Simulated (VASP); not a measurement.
**H20C7O11: single point with PBE+D3(BJ)**

H20C7O11:

```
C O H
1.0
     7.41504    0.00000    0.00000
     0.00000    7.41504    0.00000
     0.00000    0.00000    7.41504
C O H
7 11 20
Direct
  0.49181 0.51106 0.97064
  0.24999 0.38686 0.48733
  0.89111 0.66929 0.64822
  0.41985 0.90759 0.64689
  0.63104 0.00024 0.22293
  0.92694 0.41548 0.21238
  0.16516 0.86028 0.12898
  0.44903 0.32631 0.98059
  0.43142 0.40009 0.42889
  0.98709 0.77586 0.52756
  0.25344 0.96815 0.67595
  0.46474 0.78093 0.55900
  0.67390 0.90816 0.07343
  0.74794 0.02473 0.34104
  0.83296 0.36963 0.35510
  0.98387 0.31258 0.09657
  0.17781 0.02555 0.18747
  0.03644 0.78441 0.05920
  0.56240 0.53247 0.84527
  0.42617 0.31988 0.10980
  0.36944 0.59835 0.97598
  0.57025 0.56259 0.08602
  0.19429 0.25767 0.43052
  0.47555 0.51286 0.48511
  0.24661 0.38767 0.62917
  0.15334 0.51181 0.45157
  0.98128 0.55385 0.69155
  0.89715 0.85886 0.46241
  0.84977 0.73885 0.77579
  0.76625 0.62679 0.59700
  0.16449 0.89929 0.60760
  0.52300 0.99093 0.71602
  0.80416 0.86433 0.07680
  0.49098 0.05274 0.21830
  0.78600 0.24418 0.36501
  0.94721 0.56539 0.20686
  0.09064 0.12012 0.13607
  0.28810 0.78263 0.14000
```

```json
{"Program": "VASP 6.6.1", "Task": "single point", "Functional": "PBE", "Dispersion": "D3(BJ)", "Potentials or basis": "VASP PAW PBE potentials, release 64 (C, O, H)", "Cutoff": "520 eV", "k mesh": "1 × 1 × 1", "Occupations": "fermi-dirac, width 0.05 eV", "Spin": "no spin polarisation", "Dipole correction": "no", "Further INCAR settings": "LREAL = Auto; ALGO = Normal; EDIFF = 1e-06; NBANDS = 82"}
```

| Property | Result |
| --- | --- |
| Pressure | 0.8 GPa |
| Largest force | 3.267 eV/Å |
| Band gap on the k mesh | 3.50 eV |
| Dispersion energy per atom | -0.045 eV |

Forces on the atoms (eV/Å):
```
C   -0.378  1.156  0.002
C   -1.818  0.817 -1.660
C    0.825 -0.780  2.777
C   -0.057  2.391  1.747
C    1.545 -0.611 -0.884
C   -0.231  0.613  0.096
C    0.007 -0.382 -0.405
O    0.008 -0.134  0.912
O    0.377  0.814 -0.268
O   -0.623  2.049 -1.833
O    0.944  0.788  0.573
O    0.427 -2.629 -1.891
O   -0.443 -0.105  0.311
O   -0.930  0.194  0.191
O   -0.590  0.740  0.853
O    0.474 -0.545 -0.593
O    0.298  1.086 -0.122
O   -1.362  0.277 -0.288
H    0.314  0.335 -0.437
H   -0.344 -0.731  0.201
H    0.051 -0.305 -0.457
H    0.385 -0.375 -0.098
H    0.199  0.880  0.484
H    0.035 -0.403 -0.470
H   -0.154 -0.486  1.821
H    1.594 -1.679 -0.117
H   -0.820  0.643 -0.386
H    1.170 -0.869  0.721
H    0.548  0.173 -0.349
H   -1.204 -0.928 -0.996
H   -1.040 -0.939 -0.514
H   -0.307  0.213  0.180
H   -0.214  0.326  0.046
H    0.366 -0.081  0.283
H    0.372 -0.350 -0.275
H    0.006 -0.753 -0.031
H   -0.232 -0.305  0.339
H    0.804 -0.102  0.539
```

Stress tensor (GPa, compression positive):
```
 0.06  2.37 -0.42
 2.37  0.64  0.51
-0.42  0.51  1.66
```

Levels at points of the mesh, in eV from the valence-band top:
```tsv
k point	band 55	band 56	band 57	band 58	band 59	band 60
(0.00, 0.00, 0.00)	-0.57	-0.13	0.00	3.50	4.09	4.46
```

Wall time 2.9 min on 1 thread of Intel Xeon 8259CL (shared host), peak memory 0.4 GiB.

Caveat: the k points lie up to 0.85 Å⁻¹ apart.
